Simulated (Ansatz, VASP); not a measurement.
**Two plane-wave programs on Cd2O**

```
CELL_PARAMETERS angstrom
2.90001 -1.69423 0.04173
0.04318 0.00969 -5.15500
2.88105 5.04820 0.02902
ATOMIC_POSITIONS crystal
Cd 0.25067 0.27568 0.41665
Cd 0.75051 0.27586 0.91657
Cd 0.24867 0.72426 0.08352
Cd 0.74928 0.72421 0.58346
O 0.75029 0.00001 0.24994
O 0.25059 0.99997 0.74986
```

Change from the starting cell: cell x2, atoms moved at random (sigma 0.05 Å) and cell strained at random (1.5 %), then relaxed without symmetry.

Alike in both runs: functional PBE; k mesh 6 × 4 × 4; occupations gaussian, width 0.2 eV; no spin polarisation.

Ansatz relaxed the structure, and its values are those at the end. VASP's run is a single point on that final structure, the one shown.

|  | VASP | Ansatz |
| --- | --- | --- |
| version | VASP 6.6.1 | Ansatz 0.2.0 |
| potentials or method | VASP PAW PBE potentials, release 64 (Cd, O), cutoff 520 eV | scalar-relativistic, plane waves, PAW |
| valence electrons in the cell | 60 | 92 |

Ansatz gave:

```
gap on the k mesh at the Fermi level (eV) : none
pressure (GPa)                            : 0.0
rms of the force components (eV/Å)        : 0.008
```

Which values does VASP return?

gap on the k mesh at the Fermi level (eV): none; pressure (GPa): 0.7; rms of the force components (eV/Å): 0.025.

A gap of «none» marks a metal or a gap that the smearing closes. The functional is the same, so the differences come from potentials, cutoffs and numerics. VASP's potentials hold 60 valence electrons a cell and Ansatz's 92, so a difference there can come from the potentials and not from the codes.
